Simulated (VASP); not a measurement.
# SrAlO4 (Cmmm) in VASP: relaxation of cell and atoms with PBE

Aim: the relaxation of cell and atoms of SrAlO4 with PBE.

Program: VASP 6.6.1. These are calculated values, not measurements. Logs are shortened: lines on timing, memory, paths and dates and some standing lists are left out, and cuts for length are marked.

### Step 1. The cell of the first run

The structure is orthorhombic, space group Cmmm (No. 65). The conventional cell has a = 4.850 Å, b = 5.809 Å, c = 4.859 Å, α = 90.00°, β = 90.00°, γ = 90.00°. Sr (site symmetry mmm) has 10 O at 2.30 to 2.50 Å within 3.0 Å. Within 3.0 Å of Al (site symmetry mmm) lie 10 O at 2.30 to 2.50 Å. O (site symmetry m2m) has 1 O at 1.22 Å within 1.6 Å. O (site symmetry m2m) has 1 O at 1.22 Å within 1.6 Å.

The cell was generated, and may not be a known phase.

### Step 2. Relaxation of cell and atoms, PBE

Input file INCAR:

```
  PREC = Accurate
  ENCUT = 600
  EDIFF = 1E-7
  ISMEAR = 0
  SIGMA = 0.2
  LREAL = False
  LASPH = True
  NELM = 120
  ALGO = Normal
  ISIF = 3
  LWAVE = False
  LCHARG = False
  GGA = PE
  IBRION = 2
  NSW = 36
  EDIFFG = -0.08
  GGA_COMPAT = False
  NELMIN = 4
```

Input file KPOINTS:

```
Automatic mesh
0
Gamma
  4 4 4
```

Input file POSCAR:

```
SrAlO4
1.0
    2.4251560500     -2.9042682900      0.0000000000
    2.4251560500      2.9042682900      0.0000000000
    0.0000000000      0.0000000000      4.8585588500
Sr Al O
1 1 4
Direct
    0.5000000000      0.5000000000      0.5000000000
    0.0000000000      0.0000000000      0.0000000000
    0.6047740000      0.3952260000      0.0000000000
    0.1048720000      0.8951280000      0.5000000000
    0.8951280000      0.1048720000      0.5000000000
    0.3952260000      0.6047740000      0.0000000000
```

Potentials or basis: VASP PAW PBE potentials, release 64 (Sr_sv, Al, O).

Command:

```bash
> cat potpaw_PBE.64/Sr_sv/POTCAR potpaw_PBE.64/Al/POTCAR potpaw_PBE.64/O/POTCAR > POTCAR
> mpirun -np 1 vasp_std > vasp.out
```

OUTCAR:

```text
PREC = Accurate
   ENCUT = 600
   EDIFF = 1E-7
   ISMEAR = 0
   LREAL = False
   LASPH = True
   NELM = 120
   ISIF = 3
   GGA = PE
   IBRION = 2
   NSW = 36
   EDIFFG = -0.08
   NELMIN = 4

 ion  position               nearest neighbor table
   1  0.500  0.500  0.500-   4 2.30   5 2.30   4 2.50   5 2.50   4 2.50   5 2.50   3 2.50   6 2.50
                             3 2.50   6 2.50   2 3.43   2 3.43   2 3.43   2 3.43   5 3.51   4 3.51
   2  0.000  0.000  0.000-   3 2.30   6 2.30   3 2.50   6 2.50   3 2.50   6 2.50   4 2.50   5 2.50
                             5 2.50   4 2.50   1 3.43   1 3.43   1 3.43   1 3.43   1 3.79   1 3.79
   3  0.605  0.395  0.000-   6 1.22   2 2.30   2 2.50   2 2.50   1 2.50   1 2.50
   4  0.105  0.895  0.500-   5 1.22   1 2.30   1 2.50   1 2.50   2 2.50   2 2.50   1 3.51
   5  0.895  0.105  0.500-   4 1.22   1 2.30   1 2.50   1 2.50   2 2.50   2 2.50   1 3.51
   6  0.395  0.605  0.000-   3 1.22   2 2.30   2 2.50   2 2.50   1 2.50   1 2.50

  LATTYP: Found a base centered orthorhombic cell.
 ALAT       =     4.8503121000
 B/A-ratio  =     1.1975593447
 C/A-ratio  =     1.0017002514

  Lattice vectors:

 A1 = (   2.4251560500,  -2.9042682900,   0.0000000000)
 A2 = (   2.4251560500,   2.9042682900,   0.0000000000)
 A3 = (   0.0000000000,   0.0000000000,   4.8585588500)

Analysis of symmetry for initial positions (statically):
=====================================================================
 Subroutine PRICEL returns:
 Original cell was already a primitive cell.

 Routine SETGRP: Setting up the symmetry group for a
 base centered orthorhombic supercell.

 Subroutine GETGRP returns: Found  8 space group operations
 (whereof  8 operations were pure point group operations)
 out of a pool of  8 trial point group operations.

The static configuration has the point symmetry D_2h.

Analysis of symmetry for dynamics (positions and initial velocities):
=====================================================================
 Subroutine PRICEL returns:
 Original cell was already a primitive cell.

 Routine SETGRP: Setting up the symmetry group for a
 base centered orthorhombic supercell.

 Subroutine GETGRP returns: Found  8 space group operations
 (whereof  8 operations were pure point group operations)
 out of a pool of  8 trial point group operations.

The dynamic configuration has the point symmetry D_2h.

 Subroutine INISYM returns: Found  8 space group operations
[... 93 lines left out ...]
   ISTART =      0    job   : 0-new  1-cont  2-samecut
   ICHARG =      2    charge: 1-file 2-atom 10-const
   ISPIN  =      1    spin polarized calculation?
   LNONCOLLINEAR =      F non collinear calculations
   LSORBIT =      F    spin-orbit coupling
   LASPH  =      T    aspherical Exc in radial PAW
   ENCUT  =  600.0 eV  44.10 Ry    6.64 a.u.   7.56  7.56  9.70*2*pi/ulx,y,z
   NELM   =    120;   NELMIN=  4; NELMDL= -5     # of ELM steps
   EDIFF  = 0.1E-06   stopping-criterion for ELM
   LREAL  =      F    real-space projection
   EDIFFG = -.8E-01   stopping-criterion for IOM
   NSW    =     36    number of steps for IOM
   IBRION =      2    ionic relax: 0-MD 1-quasi-New 2-CG
   NFREE  =      1    steps in history (QN), initial steepest desc. (CG)
   ISIF   =      3    stress and relaxation
   ISYM   =      2    0-nonsym 1-usesym 2-fastsym
   POTIM  = 0.5000    time-step for ionic-motion
   TEBEG  =    0.0;   TEEND  =   0.0 temperature during run
   PSTRESS=    0.0 pullay stress
   NELECT =      37.0000    total number of electrons
   NUPDOWN=      -1.0000    fix difference up-down
   EMIN   =  10.00;   EMAX   =-10.00  energy-range for DOS
   EFERMI =   0.00;   METHOD = LEGACY
   ISMEAR =     0;   SIGMA  =   0.20  broadening in eV -4-tet -1-fermi 0-gaus
   EFERMI_NEDOS =   21; number of points for ismear=-14 and -15
   IALGO  =     38    algorithm
   IMIX   =      4    mixing-type and parameters
     AMIX     =   0.40;   BMIX     =  1.00
     AMIX_MAG =   1.60;   BMIX_MAG =  1.00
  volume/ion in A,a.u.               =      11.41        76.98
  Fermi-wavevector in a.u.,A,eV,Ry     =   1.333636  2.520207 24.199133  1.778586
  Thomas-Fermi vector in A             =   2.462479
   LORBIT       =      0    0 simple, 1 ext, 2 COOP (PROOUT), +10 PAW based schemes
   GGA     = PE    functional components
   LHFCALC =     F    Hartree Fock is set to
   AEXX    =    0.0000 exact exchange contribution
   IVDW    =     0    specifies the selected vdW correction
   LEPSILON=     F    determine dielectric tensor
   LRPA    =     F    only Hartree local field effects (RPA)
 conjugate gradient relaxation of ions
 non-spin polarized calculation
 Gauss-broadening in eV      SIGMA  =   0.20
  energy-cutoff  :      600.00
  volume of cell :       68.44
 maximum number of plane-waves:      2301
   NGX = 15   NGY = 15   NGZ = 19

--------------------------------------- Ionic step        1  -------------------------------------------

 number of electron      36.9999994 magnetization

 Free energy of the ion-electron system (eV)
  ---------------------------------------------------
  ext. energy  EPLUGINS =         0.00000000
  ---------------------------------------------------
  free energy    TOTEN  =       -27.08474179 eV

  energy without entropy =      -27.02339715  energy(sigma->0) =      -27.05406947

------------------------ aborting loop because EDIFF is reached ----------------------------------------

  FORCE on cell =-STRESS in cart. coord.  units (eV):
  Direction    XX          YY          ZZ          XY          YZ          ZX
  --------------------------------------------------------------------------------------
  -------------------------------------------------------------------------------------
  Total        5.3333763     41.6824371      5.1318231      0.0000000      0.0000000      0.0000000
  in kB      124.8529822    975.7752547    120.1346748      0.0000000      0.0000000      0.0000000
  external PRESSURE =     406.9209706 kB  Pullay stress =       0.0000000 kB
[... 1168 lines left out ...]
     21       8.1983      0.00000
     22       8.2081      0.00000

[... ionic steps 4 to 26 ...]

--------------------------------------- Ionic step       27  -------------------------------------------

 number of electron      37.0000000 magnetization

------------------------ aborting loop because EDIFF is reached ----------------------------------------
[... 75 lines left out ...]
--------------------------------------- Ionic step       29  -------------------------------------------

 number of electron      37.0000006 magnetization

 Free energy of the ion-electron system (eV)
  ---------------------------------------------------
  ext. energy  EPLUGINS =         0.00000000
  ---------------------------------------------------
  free energy    TOTEN  =       -33.73322492 eV

  energy without entropy =      -33.66875553  energy(sigma->0) =      -33.70099023

 E-fermi :   3.0112     XC(G=0): -10.0314

 val. band max:        2.9964018307   @ k =   0.2500   0.2500   0.2500
 cond. band min:       3.0132513189   @ k =  -0.2500   0.2500   0.5000
 fundamental gap:      0.0168494882
 Fermi energy:         3.0111997146
[... 556 lines left out ...]
  FREE ENERGIE OF THE ION-ELECTRON SYSTEM (eV)
  ---------------------------------------------------
  free  energy   TOTEN  =       -33.7332249156 eV

  energy  without entropy=      -33.6687555348  energy(sigma->0) =      -33.70099023

 reached required accuracy - stopping structural energy minimisation
```

CONTCAR:

```text
SrAlO4
   1.00000000000000
     2.6999980760094813   -3.0945421766763781    0.0000000000000000
     2.6999980760094813    3.0945421766763781    0.0000000000000000
     0.0000000000000000    0.0000000000000000    4.7438648273223105
  Sr              Al              O
     1     1     4
Direct
     0.5000000000000000    0.5000000000000000    0.5000000000000000
     0.0000000000000000    0.0000000000000000    1.0000000000000000
     0.7216537370016013    0.2783462629983988    0.0000000000000000
     0.1144795368199383    0.8855204631800614    0.5000000000000000
     0.8855204631800616    0.1144795368199383    0.5000000000000000
     0.2783462629983988    0.7216537370016014    0.0000000000000000

  0.00000000E+00  0.00000000E+00  0.00000000E+00
  0.00000000E+00  0.00000000E+00  0.00000000E+00
  0.00000000E+00  0.00000000E+00  0.00000000E+00
  0.00000000E+00  0.00000000E+00  0.00000000E+00
  0.00000000E+00  0.00000000E+00  0.00000000E+00
  0.00000000E+00  0.00000000E+00  0.00000000E+00
```

Wall time 20 min (1 thread of Intel Xeon 8259CL, shared host); peak memory 0.23 GiB.

What came out:

| Quantity | Value |
| --- | --- |
| Free energy | -33.7332 eV |
| Relaxed volume | 13.21 Å³/atom |
| Relaxed cell | a = 4.107 Å, b = 4.107 Å, c = 4.744 Å, α = 90.00°, β = 90.00°, γ = 97.79° |
| Space group after relaxing (to 0.1 Å) | Cmmm (No. 65) |
| Energy gained by relaxing | 1108.1 meV/atom |
| Ionic steps | 29 |
| Pressure after relaxing | 0.4 GPa |
| Largest force after relaxing | 0.042 eV/Å |
| Band gap on the k mesh | zero (an odd number of electrons rules out a gap without spin polarisation) |

Forces on the atoms (eV/Å):
```
Sr   0.000  0.000  0.000
Al   0.000  0.000  0.000
O    0.000 -0.042  0.000
O    0.000  0.013  0.000
O    0.000 -0.013  0.000
O    0.000  0.042  0.000
```

Step by step:
| step | energy change (eV) | largest force (eV/Å) | pressure (GPa) | volume (Å³) |
| --- | --- | --- | --- | --- |
| 1 | 0.0000 | 14.7237 | 40.69 | 68.44 |
| 2 | 0.2940 | 2.5633 | -14.50 | 99.23 |
| 3 | -0.3166 | 2.4482 | -14.16 | 95.31 |
| 4 | -0.7809 | 2.3840 | -13.93 | 92.22 |
| 5 | -2.6399 | 3.5533 | -10.98 | 80.01 |
| 6 | -3.4692 | 5.2214 | -3.78 | 74.14 |
| 7 | -3.6532 | 3.7957 | 4.08 | 71.27 |
| 8 | -3.6571 | 4.2724 | 2.11 | 71.86 |
| 9 | -4.9368 | 2.9584 | -2.90 | 74.65 |
| 10 | -4.9523 | 2.9206 | -2.69 | 74.96 |
| 11 | -5.8573 | 2.0519 | -3.95 | 75.29 |
| 12 | -6.1886 | 1.6638 | -1.30 | 75.52 |
| 13 | -6.2091 | 1.4167 | 1.08 | 75.62 |
| 14 | -6.2151 | 1.5056 | 0.16 | 75.59 |
| 15 | -6.4334 | 1.5204 | 4.18 | 75.66 |
| 16 | -6.4609 | 0.9085 | 2.72 | 75.66 |
| 17 | -6.5875 | 0.5784 | 2.03 | 77.55 |
| 18 | -6.6020 | 1.1475 | 2.03 | 78.81 |
| 19 | -6.6005 | 0.8412 | -2.71 | 81.61 |
| 20 | -6.6288 | 0.1111 | -0.43 | 80.16 |
| 21 | -6.6322 | 0.0577 | -0.16 | 79.84 |
| 22 | -6.6334 | 0.2251 | 0.12 | 79.51 |
| 23 | -6.6357 | 0.1478 | 0.21 | 79.37 |
| 24 | -6.6393 | 0.0881 | 0.52 | 78.95 |
| 25 | -6.6395 | 0.1470 | 0.60 | 78.85 |
| 26 | -6.6413 | 0.0038 | 0.22 | 78.93 |
| 27 | -6.6416 | 0.0767 | 0.01 | 78.98 |
| 28 | -6.6438 | 0.0611 | 0.10 | 79.05 |
| 29 | -6.6485 | 0.0424 | 0.43 | 79.27 |

Final structure:
```
Sr Al O
1.0
     2.70000   -3.09454    0.00000
     2.70000    3.09454    0.00000
     0.00000    0.00000    4.74386
Sr Al O
1 1 4
Direct
  0.50000 0.50000 0.50000
  0.00000 0.00000 0.00000
  0.72165 0.27835 0.00000
  0.11448 0.88552 0.50000
  0.88552 0.11448 0.50000
  0.27835 0.72165 0.00000
```

Levels at points of the mesh, in eV from the Fermi level:
```tsv
k point	band 15	band 16	band 17	band 18	band 19	band 20	band 21	band 22
(0.00, 0.00, 0.00)	-2.28	-1.53	-1.31	-0.05	0.35	1.35	4.39	5.30
(0.50, 0.00, 0.00)	-1.92	-1.67	-1.30	-0.69	0.29	3.61	3.74	5.34
(0.50, 0.50, 0.00)	-1.78	-0.88	-0.42	0.17	0.34	3.99	4.32	5.02
(0.00, 0.00, 0.50)	-2.46	-2.10	-1.20	-0.72	-0.11	3.01	3.06	5.34
(0.50, 0.00, 0.50)	-1.86	-1.86	-1.68	-0.86	-0.78	3.73	4.21	6.07
(0.50, 0.50, 0.50)	-1.80	-1.63	-1.03	-0.35	0.10	4.71	5.11	5.39
```

Caveat: the k points lie up to 0.39 Å⁻¹ apart in the final cell, too coarse for converged energies and pressures of a metal; the standard files for N, O and F lose accuracy on very short bonds; the volume moved by over 15 % at a fixed basis, so the end points are rough; an odd number of electrons without spin polarisation forces a metal; a magnetic or distorted state may lie lower; the relaxation stopped at a loose force limit of 0.08 eV/Å, so its end isn't a converged minimum.
